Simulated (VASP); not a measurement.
# TaSi2 (P1) in VASP: further runs

The runs below take TaSi2 through single point, with PBE.

All numbers are computed with VASP 6.6.1; they aren't measurements. Logs are shortened: lines on timing, memory, paths and dates and some standing lists are left out, and cuts for length are marked.

### 1 The cell of the first run

The typed cell holds 9 atoms: a = 4.806 Å, b = 4.806 Å, c = 6.600 Å, α = 90.00°, β = 90.00°, γ = 120.00°.

### 2 Single point, PBE (atom 1 (Ta) moved by -0.216 Å along [1 0 0] and -0.864 Å along [0 0 1])

INCAR

```
  PREC = Accurate
  ENCUT = 520
  EDIFF = 1E-7
  ISMEAR = 0
  SIGMA = 0.15
  LREAL = False
  LASPH = True
  NELM = 80
  ALGO = Fast
  ISIF = 2
  LWAVE = False
  LCHARG = True
  GGA = PE
  LELF = True
  LVHAR = True
  NBANDS = 38
```

KPOINTS

```
regular mesh
0
Gamma
  9 9 6
```

POSCAR

```
TaSi2
1.0
    4.8060235202      0.0000000000      0.0000000000
   -2.4030117601      4.1621384597      0.0000000000
    0.0000000000      0.0000000000      6.5995345254
Ta Si
3 6
Direct
    0.4550563997      0.0000000000     -0.1309183241
    0.5000000000      0.5000000000      0.6666666667
    0.0000000000      0.5000000000      0.3333333333
    0.1589152396      0.3178304793      0.0000000000
    0.8410847604      0.1589152396      0.6666666667
    0.6821695207      0.8410847604      0.3333333333
    0.8410847604      0.6821695207      0.0000000000
    0.1589152396      0.8410847604      0.6666666667
    0.3178304793      0.1589152396      0.3333333333
```

Potentials or basis: VASP PAW PBE potentials, release 64 (Ta_pv, Si).

Launch:

```sh
$ cat potpaw_PBE.64/Ta_pv/POTCAR potpaw_PBE.64/Si/POTCAR > POTCAR
$ mpirun -np 1 vasp_std > vasp.out
```

OUTCAR:

```text
PREC = Accurate
   ENCUT = 520
   EDIFF = 1E-7
   ISMEAR = 0
   LREAL = False
   LASPH = True
   NELM = 80
   ISIF = 2
   GGA = PE

 ion  position               nearest neighbor table
   1  0.455  0.000  0.869-   8 1.82   5 2.10   2 2.66   7 2.70   4 2.70   2 2.85   4 2.98   7 2.98
                             4 3.06   7 3.06   9 3.30
   2  0.500  0.500  0.667-   4 2.62   7 2.62   6 2.62   9 2.62   1 2.66   8 2.74   5 2.74   8 2.74
                             5 2.74   5 2.84   8 2.84   1 2.85   3 3.26   3 3.26
   3  0.000  0.500  0.333-   4 2.62   7 2.62   5 2.62   8 2.62   9 2.74   6 2.74   9 2.74   6 2.74
                             6 2.84   9 2.84   2 3.26   2 3.26
   4  0.159  0.318  0.000-   5 2.57   9 2.57   3 2.62   2 2.62   7 2.65   1 2.70   7 2.84   7 2.84
                             1 2.98   1 3.06
   5  0.841  0.159  0.667-   1 2.10   4 2.57   6 2.57   3 2.62   8 2.65   2 2.74   2 2.74   2 2.84
                             8 2.84   8 2.84
   6  0.682  0.841  0.333-   7 2.57   5 2.57   2 2.62   9 2.65   3 2.74   3 2.74   3 2.84   9 2.84
                             9 2.84
   7  0.841  0.682  0.000-   8 2.57   6 2.57   3 2.62   2 2.62   4 2.65   1 2.70   4 2.84   4 2.84
                             1 2.98   1 3.06
   8  0.159  0.841  0.667-   1 1.82   7 2.57   9 2.57   3 2.62   5 2.65   2 2.74   2 2.74   2 2.84
                             5 2.84   5 2.84
   9  0.318  0.159  0.333-   4 2.57   8 2.57   2 2.62   6 2.65   3 2.74   3 2.74   3 2.84   6 2.84
                             6 2.84   1 3.30

  LATTYP: Found a hexagonal cell.
 ALAT       =     4.8060235202
 C/A-ratio  =     1.3731798227

  Lattice vectors:

 A1 = (   4.8060235202,   0.0000000000,   0.0000000000)
 A2 = (  -2.4030117601,   4.1621384597,   0.0000000000)
 A3 = (   0.0000000000,   0.0000000000,   6.5995345254)

Analysis of symmetry for initial positions (statically):
=====================================================================
 Subroutine PRICEL returns:
 Original cell was already a primitive cell.

 Routine SETGRP: Setting up the symmetry group for a
 hexagonal supercell.

 Subroutine GETGRP returns: Found  1 space group operations
 (whereof  1 operations were pure point group operations)
 out of a pool of 24 trial point group operations.

The static configuration has the point symmetry C_1 .

Analysis of symmetry for dynamics (positions and initial velocities):
=====================================================================
 Subroutine PRICEL returns:
 Original cell was already a primitive cell.

 Routine SETGRP: Setting up the symmetry group for a
 hexagonal supercell.

 Subroutine GETGRP returns: Found  1 space group operations
 (whereof  1 operations were pure point group operations)
 out of a pool of 24 trial point group operations.

The dynamic configuration has the point symmetry C_1 .

 Subroutine INISYM returns: Found  1 space group operations
 (whereof  1 operations are pure point group operations),
 and found     1 'primitive' translations

----------------------------------------------------------------------------------------

                                     Primitive cell

  volume of cell :     132.0127

  direct lattice vectors                    reciprocal lattice vectors
     4.806023520  0.000000000  0.000000000     0.208072223  0.120130554  0.000000000
    -2.403011760  4.162138460  0.000000000     0.000000000  0.240261108  0.000000000
     0.000000000  0.000000000  6.599534525     0.000000000  0.000000000  0.151525838

  length of vectors
     4.806023520  4.806023520  6.599534525     0.240261108  0.240261108  0.151525838

  position of ions in fractional coordinates (direct lattice)
     0.455056400  0.000000000  0.869081676
     0.500000000  0.500000000  0.666666667
     1.000000000  0.500000000  0.333333333
     0.158915240  0.317830479  0.000000000
     0.841084760  0.158915240  0.666666667
     0.682169521  0.841084760  0.333333333
     0.841084760  0.682169521  0.000000000
     0.158915240  0.841084760  0.666666667
     0.317830479  0.158915240  0.333333333

  ion indices of the primitive-cell ions
   primitive index   ion index
                 1           1
                 2           2
                 3           3
                 4           4
                 5           5
                 6           6
                 7           7
                 8           8
                 9           9

----------------------------------------------------------------------------------------

 KPOINTS: regular mesh

Automatic generation of k-mesh.
 Grid dimensions read from file:
 generate k-points for:    9    9    6

 Generating k-lattice:

  Cartesian coordinates                     Fractional coordinates (reciprocal lattice)
     0.023119136  0.013347839  0.000000000     0.111111111  0.000000000  0.000000000
     0.000000000  0.026695679  0.000000000     0.000000000  0.111111111  0.000000000
[... 35 lines left out ...]
   ISTART =      0    job   : 0-new  1-cont  2-samecut
   ICHARG =      2    charge: 1-file 2-atom 10-const
   ISPIN  =      1    spin polarized calculation?
   LNONCOLLINEAR =      F non collinear calculations
   LSORBIT =      F    spin-orbit coupling
   LASPH  =      T    aspherical Exc in radial PAW
   ENCUT  =  520.0 eV  38.22 Ry    6.18 a.u.   8.94  8.94 12.27*2*pi/ulx,y,z
   NELM   =     80;   NELMIN=  2; NELMDL= -5     # of ELM steps
   EDIFF  = 0.1E-06   stopping-criterion for ELM
   LREAL  =      F    real-space projection
   EDIFFG = 0.1E-05   stopping-criterion for IOM
   NSW    =      0    number of steps for IOM
   IBRION =     -1    ionic relax: 0-MD 1-quasi-New 2-CG
   NFREE  =      0    steps in history (QN), initial steepest desc. (CG)
   ISIF   =      2    stress and relaxation
   ISYM   =      2    0-nonsym 1-usesym 2-fastsym
   POTIM  = 0.5000    time-step for ionic-motion
   TEBEG  =    0.0;   TEEND  =   0.0 temperature during run
   PSTRESS=    0.0 pullay stress
   NELECT =      57.0000    total number of electrons
   NUPDOWN=      -1.0000    fix difference up-down
   EMIN   =  10.00;   EMAX   =-10.00  energy-range for DOS
   EFERMI =   0.00;   METHOD = LEGACY
   ISMEAR =     0;   SIGMA  =   0.15  broadening in eV -4-tet -1-fermi 0-gaus
   EFERMI_NEDOS =   21; number of points for ismear=-14 and -15
   IALGO  =     68    algorithm
   IMIX   =      4    mixing-type and parameters
     AMIX     =   0.40;   BMIX     =  1.00
     AMIX_MAG =   1.60;   BMIX_MAG =  1.00
  volume/ion in A,a.u.               =      14.67        98.99
  Fermi-wavevector in a.u.,A,eV,Ry     =   1.237356  2.338263 20.831186  1.531049
  Thomas-Fermi vector in A             =   2.371926
   LORBIT       =      0    0 simple, 1 ext, 2 COOP (PROOUT), +10 PAW based schemes
   GGA     = PE    functional components
   LHFCALC =     F    Hartree Fock is set to
   AEXX    =    0.0000 exact exchange contribution
   IVDW    =     0    specifies the selected vdW correction
   LEPSILON=     F    determine dielectric tensor
   LRPA    =     F    only Hartree local field effects (RPA)
 non-spin polarized calculation
 RMM-DIIS sequential band-by-band and
 Gauss-broadening in eV      SIGMA  =   0.15
  energy-cutoff  :      520.00
  volume of cell :      132.01
 maximum number of plane-waves:      3577
   NGX = 17   NGY = 17   NGZ = 25

 number of electron      57.0000006 magnetization

 Free energy of the ion-electron system (eV)
  ---------------------------------------------------
  ext. energy  EPLUGINS =         0.00000000
  ---------------------------------------------------
  free energy    TOTEN  =       -61.99401755 eV

  energy without entropy =      -61.95231163  energy(sigma->0) =      -61.97316459

 E-fermi :   8.9864     XC(G=0): -11.9273

 val. band max:        8.9849340359   @ k =   0.3333   0.2222   0.1667
 cond. band min:       8.9919471779   @ k =  -0.4444  -0.4444   0.3333
 fundamental gap:      0.0070131420
 Fermi energy:         8.9863978645

 k-point     1 :       0.0000    0.0000    0.0000
  band No.  band energies     occupation
      1     -25.4293      2.00000
      2     -25.3037      2.00000
      3     -25.2415      2.00000
      4     -25.2269      2.00000
      5     -25.1725      2.00000
      6     -25.1163      2.00000
[... 30 lines left out ...]
     37      12.7304      0.00000
     38      13.3292      0.00000
[... 941 lines left out ...]
     37      12.5425      0.00000
     38      12.9122      0.00000

 [... further k-points ...]

------------------------ aborting loop because EDIFF is reached ----------------------------------------

  FORCE on cell =-STRESS in cart. coord.  units (eV):
  Direction    XX          YY          ZZ          XY          YZ          ZX
  --------------------------------------------------------------------------------------
  -------------------------------------------------------------------------------------
  Total       22.1116678     10.2906615     39.1668110     12.6987583      8.0118706     11.0724637
  in kB      268.3591227    124.8930164    475.3495360    154.1189776     97.2363810    134.3813895
  external PRESSURE =     289.5338917 kB  Pullay stress =       0.0000000 kB

 VOLUME and BASIS-vectors are now :
 -----------------------------------------------------------------------------
  energy-cutoff  :      520.00
  volume of cell :      132.01
      direct lattice vectors                 reciprocal lattice vectors
     4.806023520  0.000000000  0.000000000     0.208072223  0.120130554  0.000000000
    -2.403011760  4.162138460  0.000000000     0.000000000  0.240261108  0.000000000
     0.000000000  0.000000000  6.599534525     0.000000000  0.000000000  0.151525838

 POSITION                                       TOTAL-FORCE (eV/Angst)
 -----------------------------------------------------------------------------------
      2.18701      0.00000      5.73553         9.463781      5.532950     28.813495
      1.20151      2.08107      4.39969        -0.572205      0.288573     -2.451820
     -1.20151      2.08107      2.19984        -0.022142      0.101710     -1.140944
     -0.00000      1.32285      0.00000        -0.727450      0.075166     -0.201081
      3.66040      0.66143      4.39969         4.908116      2.878516     -5.509018
      1.25739      3.50071      2.19984        -0.542503      0.084685     -0.695070
      2.40301      2.83928      0.00000        -0.283587     -0.058000     -0.306019
     -1.25739      3.50071      4.39969       -12.806848     -8.847781    -17.620994
      1.14563      0.66143      2.19984         0.582837     -0.055820     -0.888550
 -----------------------------------------------------------------------------------
    total drift:                                0.000256     -0.000034      0.000188

  FREE ENERGIE OF THE ION-ELECTRON SYSTEM (eV)
  ---------------------------------------------------
  free  energy   TOTEN  =       -61.9940175465 eV

  energy  without entropy=      -61.9523116315  energy(sigma->0) =      -61.97316459
```

Run time: 30 min. Hardware: 1 thread of AMD EPYC 9755, shared host; peak memory 0.89 GiB.

Results:

```
Free energy            : -61.9940 eV
Pressure               : 29.0 GPa
Largest force          : 30.828 eV/Å
Band gap on the k mesh : zero (an odd number of electrons rules out a gap without spin polarisation)
```

Forces on the atoms (eV/Å):
```
Ta    9.464   5.533  28.813
Ta   -0.572   0.289  -2.452
Ta   -0.022   0.102  -1.141
Si   -0.727   0.075  -0.201
Si    4.908   2.879  -5.509
Si   -0.543   0.085  -0.695
Si   -0.284  -0.058  -0.306
Si  -12.807  -8.848 -17.621
Si    0.583  -0.056  -0.889
```

Levels at points of the mesh, in eV from the Fermi level:
```csv
k point,band 24,band 25,band 26,band 27,band 28,band 29,band 30,band 31,band 32,band 33
"(0.00, 0.00, 0.00)",-2.38,-2.29,-1.65,-1.48,-1.29,-1.03,1.04,1.32,1.37,1.87
"(0.00, 0.00, 0.50)",-2.19,-1.83,-1.65,-1.51,-1.22,0.46,0.59,1.22,1.88,2.22
```

Caveat: the cell differs from its parent crystal (atom 1 (Ta) moved by -0.216 Å along [1 0 0] and -0.864 Å along [0 0 1]); atoms lie so close that the PAW spheres overlap strongly, which falsifies energies and pressures; the stress differs along the axes, from 12 to 48 GPa; spin-orbit coupling is left out, which moves the levels of the heavy elements; forces of over 1 eV/Å act on the atoms, so gaps and moduli don't describe the material at rest.

(Continued in part 2 of 2.)
